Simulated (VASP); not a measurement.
# Fe (Fm-3m) in VASP: single point with PBE

Aim: the single point of Fe with PBE.

Program: VASP 6.6.1. These are calculated values, not measurements. Logs are shortened: lines on timing, memory, paths and dates and some standing lists are left out, and cuts for length are marked.

### 1 The cell of the first run

Symmetry: Fm-3m, No. 225, cubic system. Conventional cell: a = 3.539 Å, b = 3.539 Å, c = 3.539 Å, α = 90.00°, β = 90.00°, γ = 90.00°. Within 3.3 Å of Fe (site symmetry m-3m) lie 12 Fe at 2.50 Å.

This isn't the form of Fe at room conditions, which is bcc.

### 2 Single point, PBE, collinear spin, antiferromagnetic start

INCAR reads:

```
ALGO = Normal ; EDIFF = 1E-6
ENCUT = 520 ; GGA = PE
ISIF = 2 ; ISMEAR = -1
ISPIN = 2 ; ISYM = 0
LASPH = T ; LCHARG = F
LMAXMIX = 4 ; LORBIT = 11
LREAL = F ; LWAVE = F
MAGMOM = 4 -4 ; NBANDS = 19
NELM = 150 ; PREC = Accurate
SIGMA = 0.05
```

KPOINTS reads:

```
k-points
0
Gamma
  13 13 7
```

POSCAR reads:

```
Fe
1.0
    0.0000000000      1.7695000000      1.7695000000
    1.7695000000      0.0000000000      1.7695000000
    3.5390000000      3.5390000000      0.0000000000
Fe
2
Direct
    0.0000000000      0.0000000000      0.0000000000
    0.0000000000      0.0000000000      0.5000000000
```

Potentials or basis: VASP PAW PBE potentials, release 64 (Fe).

The run is started by

```
cat potpaw_PBE.64/Fe/POTCAR > POTCAR
mpirun -np 1 vasp_std > vasp.out
```

OUTCAR:

```text
EDIFF = 1E-6
   ENCUT = 520
   GGA = PE
   ISIF = 2
   ISMEAR = -1
   ISPIN = 2
   ISYM = 0
   LASPH = T
   LORBIT = 11
   LREAL = F
   NELM = 150
   PREC = Accurate

 ion  position               nearest neighbor table
   1  0.000  0.000  0.000-   2 2.50   2 2.50   2 2.50   2 2.50   2 2.50   2 2.50
   2  0.000  0.000  0.500-   1 2.50   1 2.50   1 2.50   1 2.50   1 2.50   1 2.50

IMPORTANT INFORMATION: All symmetrisations will be switched off!
NOSYMM: (Re-)initialisation of all symmetry stuff for point group C_1.

----------------------------------------------------------------------------------------

                                     Primitive cell

  volume of cell :      22.1621

  direct lattice vectors                    reciprocal lattice vectors
     0.000000000  1.769500000  1.769500000    -0.282565697  0.282565697  0.282565697
     1.769500000  0.000000000  1.769500000     0.282565697 -0.282565697  0.282565697
     3.539000000  3.539000000  0.000000000     0.141282848  0.141282848 -0.141282848

  length of vectors
     2.502450899  2.502450899  5.004901797     0.489418143  0.489418143  0.244709071

  position of ions in fractional coordinates (direct lattice)
     0.000000000  0.000000000  0.000000000
     0.000000000  0.000000000  0.500000000

  ion indices of the primitive-cell ions
   primitive index   ion index
                 1           1
                 2           2

----------------------------------------------------------------------------------------

 KPOINTS: k-points

Automatic generation of k-mesh.
 Grid dimensions read from file:
 generate k-points for:   13   13    7

 Generating k-lattice:

  Cartesian coordinates                     Fractional coordinates (reciprocal lattice)
    -0.021735823  0.021735823  0.021735823     0.076923077  0.000000000  0.000000000
     0.021735823 -0.021735823  0.021735823     0.000000000  0.076923077  0.000000000
     0.020183264  0.020183264 -0.020183264     0.000000000  0.000000000  0.142857143

  Length of vectors
     0.037647549  0.037647549  0.034958439

  Shift w.r.t. Gamma in fractional coordinates (k-lattice)
     0.000000000  0.000000000  0.000000000

 -----------------------------------------------------------------------------
|                                                                             |
|           W    W    AA    RRRRR   N    N  II  N    N   GGGG   !!!           |
|           W    W   A  A   R    R  NN   N  II  NN   N  G    G  !!!           |
|           W    W  A    A  R    R  N N  N  II  N N  N  G       !!!           |
|           W WW W  AAAAAA  RRRRR   N  N N  II  N  N N  G  GGG   !            |
|           WW  WW  A    A  R   R   N   NN  II  N   NN  G    G                |
|           W    W  A    A  R    R  N    N  II  N    N   GGGG   !!!           |
|                                                                             |
|     Your reciprocal lattice and k-lattice belong to different lattice       |
|     classes:                                                                |
|                                                                             |
|        The reciprocal lattice is rhombohedral (trigonal),                   |
|        whereas your k-lattice is base-centered monoclinic.                  |
|                                                                             |
|     Results are often still useful ...                                      |
|                                                                             |
 -----------------------------------------------------------------------------

 WARNING: IBZKPT: internal override: KBLOWUP is changed to .FALSE.
      ... skipping the blow-up phase ...

 Subroutine IBZKPT returns following result:
 ===========================================

 Found    592 irreducible k-points:

 Following reciprocal coordinates:
            Coordinates               Weight
  0.000000  0.000000  0.000000      1.000000
  0.076923  0.000000  0.000000      2.000000
  0.153846  0.000000  0.000000      2.000000
  0.230769  0.000000  0.000000      2.000000
  0.307692  0.000000  0.000000      2.000000
  0.384615  0.000000  0.000000      2.000000
[... 16 lines left out ...]
  0.153846  0.153846  0.000000      2.000000
  0.230769  0.153846  0.000000      2.000000
 [... further k-points ...]
   k-points           NKPTS =    592   k-points in BZ     NKDIM =    592   number of bands    NBANDS=     19
   number of dos      NEDOS =    301   number of ions     NIONS =      2
   total plane-waves  NPLWV =  16000
   dimension x,y,z NGX =    20 NGY =   20 NGZ =   40
   dimension x,y,z NGXF=    40 NGYF=   40 NGZF=   80
   ions per type =               2
   NGX,Y,Z   is equivalent  to a cutoff of  13.29, 13.29, 13.29 a.u.
   NGXF,Y,Z  is equivalent  to a cutoff of  26.57, 26.57, 26.57 a.u.
 SYSTEM =  unknown system
   PREC   = accura    normal or accurate (medium, high low for compatibility)
   ISTART =      0    job   : 0-new  1-cont  2-samecut
   ICHARG =      2    charge: 1-file 2-atom 10-const
   ISPIN  =      2    spin polarized calculation?
   LNONCOLLINEAR =      F non collinear calculations
   LSORBIT =      F    spin-orbit coupling
   LASPH  =      T    aspherical Exc in radial PAW
   ENCUT  =  520.0 eV  38.22 Ry    6.18 a.u.   4.65  4.65  9.31*2*pi/ulx,y,z
   NELM   =    150;   NELMIN=  2; NELMDL= -5     # of ELM steps
   EDIFF  = 0.1E-05   stopping-criterion for ELM
   LREAL  =      F    real-space projection
   EDIFFG = 0.1E-04   stopping-criterion for IOM
   NSW    =      0    number of steps for IOM
   IBRION =     -1    ionic relax: 0-MD 1-quasi-New 2-CG
   NFREE  =      0    steps in history (QN), initial steepest desc. (CG)
   ISIF   =      2    stress and relaxation
   ISYM   =      0    0-nonsym 1-usesym 2-fastsym
   POTIM  = 0.5000    time-step for ionic-motion
   TEBEG  =    0.0;   TEEND  =   0.0 temperature during run
   PSTRESS=    0.0 pullay stress
   NELECT =      16.0000    total number of electrons
   NUPDOWN=      -1.0000    fix difference up-down
   EMIN   =  10.00;   EMAX   =-10.00  energy-range for DOS
   EFERMI =   0.00;   METHOD = LEGACY
   ISMEAR =    -1;   SIGMA  =   0.05  broadening in eV -4-tet -1-fermi 0-gaus
   EFERMI_NEDOS =   21; number of points for ismear=-14 and -15
   IALGO  =     38    algorithm
   IMIX   =      4    mixing-type and parameters
     AMIX     =   0.40;   BMIX     =  1.00
     AMIX_MAG =   1.60;   BMIX_MAG =  1.00
  volume/ion in A,a.u.               =      11.08        74.78
  Fermi-wavevector in a.u.,A,eV,Ry     =   1.468625  2.775299 29.345855  2.156859
  Thomas-Fermi vector in A             =   2.584100
   LORBIT       =     11    0 simple, 1 ext, 2 COOP (PROOUT), +10 PAW based schemes
   GGA     = PE    functional components
   LHFCALC =     F    Hartree Fock is set to
   AEXX    =    0.0000 exact exchange contribution
   IVDW    =     0    specifies the selected vdW correction
   LEPSILON=     F    determine dielectric tensor
   LRPA    =     F    only Hartree local field effects (RPA)
 spin polarized calculation
  energy-cutoff  :      520.00
  volume of cell :       22.16
 maximum number of plane-waves:       609
   NGX =  9   NGY =  9   NGZ = 19

 number of electron      15.9999989 magnetization       0.0008275

 number of electron      15.9999989 magnetization      -0.0001475

 Free energy of the ion-electron system (eV)
  ---------------------------------------------------
  ext. energy  EPLUGINS =         0.00000000
  ---------------------------------------------------
  free energy    TOTEN  =       -16.14339687 eV

  energy without entropy =      -16.10996282  energy(sigma->0) =      -16.12667985

 E-fermi :   6.1599     XC(G=0): -13.2893

 val. band max:        6.1580191422   @ k =   0.3846   0.2308   0.1429
 cond. band min:       6.1637275460   @ k =  -0.4615   0.4615   0.1429
 fundamental gap:      0.0057084039
 Fermi energy:         6.1599368331

 spin component 1

 k-point     1 :       0.0000    0.0000    0.0000
  band No.  band energies     occupation
      1      -2.4287      1.00000
      2       1.5123      1.00000
      3       4.1073      1.00000
      4       4.1080      1.00000
      5       4.5742      1.00000
      6       4.6315      1.00000
[... 11 lines left out ...]
     18      33.5575      0.00000
     19      33.5639      0.00000

 k-point     2 :       0.0769    0.0000    0.0000
  band No.  band energies     occupation
      1      -2.1925      1.00000
      2       1.6516      1.00000
      3       4.0136      1.00000
      4       4.2125      1.00000
      5       4.4112      1.00000
      6       4.6244      1.00000
[... 476 lines left out ...]
 k-point    24 :       0.2308    0.1538    0.0000
  band No.  band energies     occupation
      1      -0.4638      1.00000
      2       2.1809      1.00000
      3       3.5051      1.00000
      4       3.5323      1.00000
      5       4.1560      1.00000
      6       4.7658      1.00000
[... 11 lines left out ...]
     18      28.1331      0.00000
     19      30.2738      0.00000

 [... further k-points ...]

 spin component 2

 k-point     1 :       0.0000    0.0000    0.0000
  band No.  band energies     occupation
      1      -2.4287      1.00000
      2       1.5123      1.00000
      3       4.1072      1.00000
      4       4.1079      1.00000
      5       4.5742      1.00000
      6       4.6314      1.00000
[... 11 lines left out ...]
     18      33.5576      0.00000
     19      33.5616      0.00000

 k-point     2 :       0.0769    0.0000    0.0000
  band No.  band energies     occupation
      1      -2.1925      1.00000
      2       1.6516      1.00000
      3       4.0135      1.00000
      4       4.2124      1.00000
      5       4.4112      1.00000
      6       4.6244      1.00000
[... 476 lines left out ...]
 k-point    24 :       0.2308    0.1538    0.0000
  band No.  band energies     occupation
      1      -0.4638      1.00000
      2       2.1809      1.00000
      3       3.5050      1.00000
      4       3.5322      1.00000
      5       4.1559      1.00000
      6       4.7658      1.00000
[... 11 lines left out ...]
     18      28.1331      0.00000
     19      30.2738      0.00000

 [... further k-points ...]
[... 5 lines left out ...]
  --------------------------------------------------------------------------------------
  -------------------------------------------------------------------------------------
  Total       -1.0833520     -1.0833532     -1.0944808      0.4158894     -0.4202027     -0.4201963
  in kB      -78.3192413    -78.3193312    -79.1237801     30.0660767    -30.3778992    -30.3774373
  external PRESSURE =     -78.5874509 kB  Pullay stress =       0.0000000 kB

 VOLUME and BASIS-vectors are now :
 -----------------------------------------------------------------------------
  energy-cutoff  :      520.00
  volume of cell :       22.16
      direct lattice vectors                 reciprocal lattice vectors
     0.000000000  1.769500000  1.769500000    -0.282565697  0.282565697  0.282565697
     1.769500000  0.000000000  1.769500000     0.282565697 -0.282565697  0.282565697
     3.539000000  3.539000000  0.000000000     0.141282848  0.141282848 -0.141282848

 POSITION                                       TOTAL-FORCE (eV/Angst)
 -----------------------------------------------------------------------------------
      0.00000      0.00000      0.00000         0.000000     -0.000000      0.000000
      1.76950      1.76950      0.00000        -0.000000      0.000000     -0.000000
 -----------------------------------------------------------------------------------
    total drift:                                0.000001     -0.000001     -0.000000

  FREE ENERGIE OF THE ION-ELECTRON SYSTEM (eV)
  ---------------------------------------------------
  free  energy   TOTEN  =       -16.1433968702 eV

  energy  without entropy=      -16.1099628245  energy(sigma->0) =      -16.12667985

 total charge

# of ion       s       p       d       tot
------------------------------------------
    1        0.502   0.564   6.247   7.313
    2        0.502   0.564   6.247   7.313
--------------------------------------------------
tot          1.004   1.128  12.495  14.627

 magnetization (x)

# of ion       s       p       d       tot
------------------------------------------
    1        0.005   0.016   1.432   1.453
    2       -0.005  -0.016  -1.432  -1.453
--------------------------------------------------
tot          0.000   0.000  -0.000  -0.000
```

It took 5.9 min on 1 thread of Intel Xeon 6975P-C (Granite Rapids), shared host; peak memory 0.44 GiB.

What came out:

```yaml
Free_energy: -16.1434 eV
Pressure: -7.9 GPa
Band_gap_on_the_k_mesh: zero (filled and empty bands overlap)
Net_moment: 0.00 μB per cell
Site_moments: Fe +1.45, -1.45 μB
Valence_electrons_inside_the_program's_atomic_spheres: Fe 7.31
```

Caveat: the cell stands under tension; the antiferromagnetic order is the one typed at the start, and another may lie lower.
